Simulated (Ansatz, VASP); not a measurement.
## ScSiS3 in VASP and in Ansatz

File INCAR:

```
PREC = Accurate ; ENCUT = 600
EDIFF = 1E-6 ; ISMEAR = 0
SIGMA = 0.1 ; LREAL = False
LASPH = True ; NELM = 100
ALGO = Normal ; ISIF = 3
LWAVE = False ; LCHARG = False
GGA = PE ; IBRION = 2
NSW = 100 ; EDIFFG = -0.01
```

The input KPOINTS:

```
regular mesh
0
Gamma
  10 10 6
```

POSCAR

```
ScSiS3
1.0
    3.7076273800      0.0000000000      0.0000000000
    0.0000000000      3.7076273800      0.0000000000
    0.0000000000      0.0000000000      7.5879393274
Sc Si S
1 1 3
Direct
    0.5000000000      0.5000000000      0.5000000000
    0.0000000000      0.0000000000      0.5000000000
    0.0000000000      0.0000000000      0.0000000000
    0.5000000000      0.5000000000      0.8225058384
    0.5000000000      0.5000000000      0.1774941616
```

Input for Ansatz:

```yaml
crystal:
  lattice:
    - [3.70762738, 0.0, 0.0]
    - [0.0, 3.70762738, 0.0]
    - [0.0, 0.0, 7.5879393274]
  atoms:
    - { symbol: Sc, position: [0.5, 0.5, 0.5] }
    - { symbol: Si, position: [0.0, 0.0, 0.5] }
    - { symbol: S, position: [0.0, 0.0, 0.0] }
    - { symbol: S, position: [0.5, 0.5, 0.8225058384] }
    - { symbol: S, position: [0.5, 0.5, 0.1774941616] }
basis:
  ecutwfc: 420
kpoints:
  mp_grid: { grid: [10, 10, 6] }
hamiltonian:
  xc: pbe
scf:
  occupations: { method: gaussian, width: 0.1 }
output:
  forces: true
  stress: true
  eigenvalues: true
relax:
  adjacent_minimum: "off"
  f_tol: 0.01
  max_steps: 80
  cell: { stress_tol: 0.05 }
```

Alike in both runs: task relaxation of cell and atoms; functional PBE; k mesh 10 × 10 × 6; occupations gaussian, width 0.1 eV; no spin polarisation.

|  | VASP | Ansatz |
| --- | --- | --- |
| version | VASP 6.6.1 | Ansatz 0.2.0 |
| potentials or method | VASP PAW PBE potentials, release 64 (Sc_sv, Si, S), cutoff 600 eV | scalar-relativistic, plane waves, PAW |
| valence electrons in the cell | 33 | 33 |

Ansatz gave:

| Quantity | Value |
| --- | --- |
| gap on the k mesh at the Fermi level, each at its own relaxed structure (eV) | none |
| relaxed volume (Å³/atom) | 20.81 |
| relaxed cell length with the largest relative difference (Å) | 7.637 |

Question: What did VASP give for the same quantities?

Answer: gap on the k mesh at the Fermi level, each at its own relaxed structure (eV): none; relaxed volume (Å³/atom): 20.83; relaxed cell length with the largest relative difference (Å): 7.640.

A gap of «none» marks a metal or a gap that the smearing closes.
